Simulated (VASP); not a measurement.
# Si (C2/m) in VASP: single point with PBE

Aim: the single point of Si with PBE.

Program: VASP 6.6.1. These are calculated values, not measurements. Logs are shortened: lines on timing, memory, paths and dates and some standing lists are left out, and cuts for length are marked.

## 1. The cell of the first run

Symmetry: C2/m, No. 12, monoclinic system. The conventional cell has a = 5.174 Å, b = 4.737 Å, c = 2.550 Å, α = 90.00°, β = 119.53°, γ = 90.00°. Si (site symmetry m) has 8 Si at 2.27 to 2.91 Å within 3.0 Å.

## 2. Single point, PBE (atom 1 (Si) moved by [0.2, 0.0, 0.0] A)

INCAR

```
SYSTEM = Si
PREC = Accurate
ENCUT = 520
EDIFF = 1E-6
ISMEAR = -1
SIGMA = 0.08
LREAL = .False.
LASPH = .True.
NELM = 60
ALGO = Normal
ISIF = 2
LWAVE = .False.
LCHARG = .False.
GGA = PE
ISYM = 0
NBANDS = 11
```

KPOINTS

```
regular mesh
0
Gamma
  16 16 11
  0 0 0
```

POSCAR

```
Si
1.0
   -2.2510000000      2.3685000000      1.2750000000
    2.2510000000     -2.3685000000      1.2750000000
    2.2510000000      2.3685000000     -1.2750000000
Si
2
Direct
    0.8070000000      0.6014247001      0.2944247001
    0.1930000000      0.4430000000      0.7500000000
```

Potentials or basis: VASP PAW PBE potentials, release 64 (Si).

Started as:

```
> cat potpaw_PBE.64/Si/POTCAR > POTCAR
> mpirun -np 1 vasp_std > vasp.out
```

OUTCAR:

```text
SYSTEM = Si
   PREC = Accurate
   ENCUT = 520
   EDIFF = 1E-6
   ISMEAR = -1
   LREAL = .False.
   LASPH = .True.
   NELM = 60
   ISIF = 2
   GGA = PE
   ISYM = 0

 ion  position               nearest neighbor table
   1  0.807  0.601  0.294-   2 2.27   2 2.39   2 2.39   2 2.58   2 2.64   2 2.91
   2  0.193  0.443  0.750-   1 2.27   1 2.39   1 2.39   1 2.58   1 2.64   1 2.91

IMPORTANT INFORMATION: All symmetrisations will be switched off!
NOSYMM: (Re-)initialisation of all symmetry stuff for point group C_1.

----------------------------------------------------------------------------------------

                                     Primitive cell

  volume of cell :      27.1906

  direct lattice vectors                    reciprocal lattice vectors
    -2.251000000  2.368500000  1.275000000     0.000000000  0.211104074  0.392156863
     2.251000000 -2.368500000  1.275000000     0.222123501  0.000000000  0.392156863
     2.251000000  2.368500000 -1.275000000     0.222123501  0.211104074  0.000000000

  length of vectors
     3.507480328  3.507480328  3.507480328     0.445367191  0.450694857  0.306437236

  position of ions in fractional coordinates (direct lattice)
     0.807000000  0.601424700  0.294424700
     0.193000000  0.443000000  0.750000000

  ion indices of the primitive-cell ions
   primitive index   ion index
                 1           1
                 2           2

----------------------------------------------------------------------------------------

 KPOINTS: regular mesh

Automatic generation of k-mesh.
 Grid dimensions read from file:
 generate k-points for:   16   16   11

 Generating k-lattice:

  Cartesian coordinates                     Fractional coordinates (reciprocal lattice)
     0.000000000  0.013194005  0.024509804     0.062500000  0.000000000  0.000000000
     0.013882719  0.000000000  0.024509804    -0.000000000  0.062500000  0.000000000
     0.020193046  0.019191279  0.000000000    -0.000000000  0.000000000  0.090909091

  Length of vectors
     0.027835449  0.028168429  0.027857931

  Shift w.r.t. Gamma in fractional coordinates (k-lattice)
     0.000000000  0.000000000  0.000000000

 -----------------------------------------------------------------------------
|                                                                             |
|           W    W    AA    RRRRR   N    N  II  N    N   GGGG   !!!           |
|           W    W   A  A   R    R  NN   N  II  NN   N  G    G  !!!           |
|           W    W  A    A  R    R  N N  N  II  N N  N  G       !!!           |
|           W WW W  AAAAAA  RRRRR   N  N N  II  N  N N  G  GGG   !            |
|           WW  WW  A    A  R   R   N   NN  II  N   NN  G    G                |
|           W    W  A    A  R    R  N    N  II  N    N   GGGG   !!!           |
|                                                                             |
|     Your reciprocal lattice and k-lattice belong to different lattice       |
|     classes:                                                                |
|                                                                             |
|        The reciprocal lattice is face-centered orthorhombic,                |
|        whereas your k-lattice is triclinic.                                 |
|                                                                             |
|     Results are often still useful ...                                      |
|                                                                             |
 -----------------------------------------------------------------------------

 WARNING: IBZKPT: internal override: KBLOWUP is changed to .FALSE.
      ... skipping the blow-up phase ...

 Subroutine IBZKPT returns following result:
 ===========================================

 Found   1410 irreducible k-points:

 Following reciprocal coordinates:
            Coordinates               Weight
  0.000000  0.000000  0.000000      1.000000
  0.062500  0.000000 -0.000000      2.000000
  0.125000  0.000000 -0.000000      2.000000
  0.187500  0.000000 -0.000000      2.000000
  0.250000  0.000000 -0.000000      2.000000
  0.312500 -0.000000  0.000000      2.000000
[... 16 lines left out ...]
 -0.187500  0.062500  0.000000      2.000000
 -0.125000  0.062500  0.000000      2.000000
 [... further k-points ...]
   k-points           NKPTS =   1410   k-points in BZ     NKDIM =   1410   number of bands    NBANDS=     11
   number of dos      NEDOS =    301   number of ions     NIONS =      2
   total plane-waves  NPLWV =  21952
   dimension x,y,z NGX =    28 NGY =   28 NGZ =   28
   dimension x,y,z NGXF=    56 NGYF=   56 NGZF=   56
   ions per type =               2
   NGX,Y,Z   is equivalent  to a cutoff of  13.27, 13.27, 13.27 a.u.
   NGXF,Y,Z  is equivalent  to a cutoff of  26.54, 26.54, 26.54 a.u.
 SYSTEM =  Si
   PREC   = accura    normal or accurate (medium, high low for compatibility)
   ISTART =      0    job   : 0-new  1-cont  2-samecut
   ICHARG =      2    charge: 1-file 2-atom 10-const
   ISPIN  =      1    spin polarized calculation?
   LNONCOLLINEAR =      F non collinear calculations
   LSORBIT =      F    spin-orbit coupling
   LASPH  =      T    aspherical Exc in radial PAW
   ENCUT  =  520.0 eV  38.22 Ry    6.18 a.u.   6.52  6.52  6.52*2*pi/ulx,y,z
   NELM   =     60;   NELMIN=  2; NELMDL= -5     # of ELM steps
   EDIFF  = 0.1E-05   stopping-criterion for ELM
   LREAL  =      F    real-space projection
   EDIFFG = 0.1E-04   stopping-criterion for IOM
   NSW    =      0    number of steps for IOM
   IBRION =     -1    ionic relax: 0-MD 1-quasi-New 2-CG
   NFREE  =      0    steps in history (QN), initial steepest desc. (CG)
   ISIF   =      2    stress and relaxation
   ISYM   =      0    0-nonsym 1-usesym 2-fastsym
   POTIM  = 0.5000    time-step for ionic-motion
   TEBEG  =    0.0;   TEEND  =   0.0 temperature during run
   PSTRESS=    0.0 pullay stress
   NELECT =       8.0000    total number of electrons
   NUPDOWN=      -1.0000    fix difference up-down
   EMIN   =  10.00;   EMAX   =-10.00  energy-range for DOS
   EFERMI =   0.00;   METHOD = LEGACY
   ISMEAR =    -1;   SIGMA  =   0.08  broadening in eV -4-tet -1-fermi 0-gaus
   EFERMI_NEDOS =   21; number of points for ismear=-14 and -15
   IALGO  =     38    algorithm
   IMIX   =      4    mixing-type and parameters
     AMIX     =   0.40;   BMIX     =  1.00
     AMIX_MAG =   1.60;   BMIX_MAG =  1.00
  volume/ion in A,a.u.               =      13.60        91.75
  Fermi-wavevector in a.u.,A,eV,Ry     =   1.088843  2.057614 16.130773  1.185578
  Thomas-Fermi vector in A             =   2.225033
   LORBIT       =      0    0 simple, 1 ext, 2 COOP (PROOUT), +10 PAW based schemes
   GGA     = PE    functional components
   LHFCALC =     F    Hartree Fock is set to
   AEXX    =    0.0000 exact exchange contribution
   IVDW    =     0    specifies the selected vdW correction
   LEPSILON=     F    determine dielectric tensor
   LRPA    =     F    only Hartree local field effects (RPA)
 non-spin polarized calculation
  energy-cutoff  :      520.00
  volume of cell :       27.19
 maximum number of plane-waves:       761
 NGX is ok and might be reduce to    28
   NGX = 13   NGY = 13   NGZ = 13

 number of electron       8.0000000 magnetization

 Free energy of the ion-electron system (eV)
  ---------------------------------------------------
  ext. energy  EPLUGINS =         0.00000000
  ---------------------------------------------------
  free energy    TOTEN  =        -9.98685759 eV

  energy without entropy =       -9.97213282  energy(sigma->0) =       -9.97949521

 E-fermi :  10.6953     XC(G=0): -11.3625

 val. band max:       10.6949179193   @ k =   0.4375   0.3125  -0.0000
 cond. band min:      10.6971220078   @ k =  -0.2500  -0.1875   0.3636
 fundamental gap:      0.0022040886
 Fermi energy:        10.6953027882

 k-point     1 :       0.0000    0.0000    0.0000
  band No.  band energies     occupation
      1      -4.1818      2.00000
      2       7.6689      2.00000
      3       8.2585      2.00000
      4       8.9936      2.00000
      5      11.5999      0.00002
      6      18.5621      0.00000
      7      19.9678      0.00000
      8      20.2764      0.00000
      9      21.4125      0.00000
     10      21.4439      0.00000
     11      22.8671      0.00000

 k-point     2 :       0.0625    0.0000   -0.0000
  band No.  band energies     occupation
      1      -4.0701      2.00000
      2       7.6235      2.00000
      3       7.9013      2.00000
      4       9.5268      2.00000
      5      11.8544      0.00000
      6      17.7661      0.00000
      7      18.8606      0.00000
      8      20.2286      0.00000
      9      20.9116      0.00000
     10      21.3691      0.00000
     11      22.7362      0.00000

 k-point     3 :       0.1250    0.0000   -0.0000
  band No.  band energies     occupation
      1      -3.7355      2.00000
      2       7.4959      2.00000
      3       7.5443      2.00000
      4      10.4193      1.93848
      5      12.5607      0.00000
      6      16.4618      0.00000
      7      16.6963      0.00000
      8      19.2557      0.00000
      9      19.3915      0.00000
     10      20.6527      0.00000
     11      22.6656      0.00000
[... 267 lines left out ...]
 k-point    23 :      -0.1875    0.0625    0.0000
  band No.  band energies     occupation
      1      -3.5849      2.00000
      2       6.2431      2.00000
      3       7.7684      2.00000
      4      10.9957      0.04572
      5      13.4429      0.00000
      6      15.5910      0.00000
      7      16.2925      0.00000
      8      18.8072      0.00000
      9      19.8007      0.00000
     10      21.0099      0.00000
     11      23.0347      0.00000

 k-point    24 :      -0.1250    0.0625    0.0000
  band No.  band energies     occupation
      1      -3.9685      2.00000
      2       6.5728      2.00000
      3       7.9325      2.00000
      4      10.1613      1.99748
      5      12.5725      0.00000
      6      16.7521      0.00000
      7      18.4794      0.00000
      8      20.2527      0.00000
      9      20.8997      0.00000
     10      21.7548      0.00000
     11      23.4378      0.00000

 [... further k-points ...]

------------------------ aborting loop because EDIFF is reached ----------------------------------------

  FORCE on cell =-STRESS in cart. coord.  units (eV):
  Direction    XX          YY          ZZ          XY          YZ          ZX
  --------------------------------------------------------------------------------------
  -------------------------------------------------------------------------------------
  Total        3.7731032      2.5494365      3.0604641     -0.0261380     -0.0137606      0.7978499
  in kB      222.3259741    150.2227532    180.3344940     -1.5401537     -0.8108302     47.0124295
  external PRESSURE =     184.2944071 kB  Pullay stress =       0.0000000 kB

 VOLUME and BASIS-vectors are now :
 -----------------------------------------------------------------------------
  energy-cutoff  :      520.00
  volume of cell :       27.19
      direct lattice vectors                 reciprocal lattice vectors
    -2.251000000  2.368500000  1.275000000     0.000000000  0.211104074  0.392156863
     2.251000000 -2.368500000  1.275000000     0.222123501  0.000000000  0.392156863
     2.251000000  2.368500000 -1.275000000     0.222123501  0.211104074  0.000000000

 POSITION                                       TOTAL-FORCE (eV/Angst)
 -----------------------------------------------------------------------------------
      0.20000      1.18425      1.42035        -1.340117     -0.006236     -0.301867
      2.25100      1.18425     -0.14535         1.340117      0.006236      0.301867
 -----------------------------------------------------------------------------------
    total drift:                               -0.000000     -0.000000      0.000000

  FREE ENERGIE OF THE ION-ELECTRON SYSTEM (eV)
  ---------------------------------------------------
  free  energy   TOTEN  =        -9.9868575935 eV

  energy  without entropy=       -9.9721328218  energy(sigma->0) =       -9.97949521
```

Run time: 14 min. Hardware: 1 thread of Intel Xeon 8259CL, shared host; peak memory 0.43 GiB.

Results:

| Quantity | Value |
| --- | --- |
| Free energy | -9.9869 eV |
| Pressure | 18.4 GPa |
| Largest force | 1.374 eV/Å |
| Band gap on the k mesh | zero (bands 4 and 5 overlap by 7.08 eV) |

Forces in eV/Å, atoms in the order of the input:
```
Si  -1.340 -0.006 -0.302
Si   1.340  0.006  0.302
```

Caveat: the cell differs from its parent crystal (atom 1 (Si) moved by [0.2, 0.0, 0.0] A); the stress differs along the axes, from 15 to 22 GPa; forces of over 1 eV/Å act on the atoms, so gaps and moduli don't describe the material at rest.
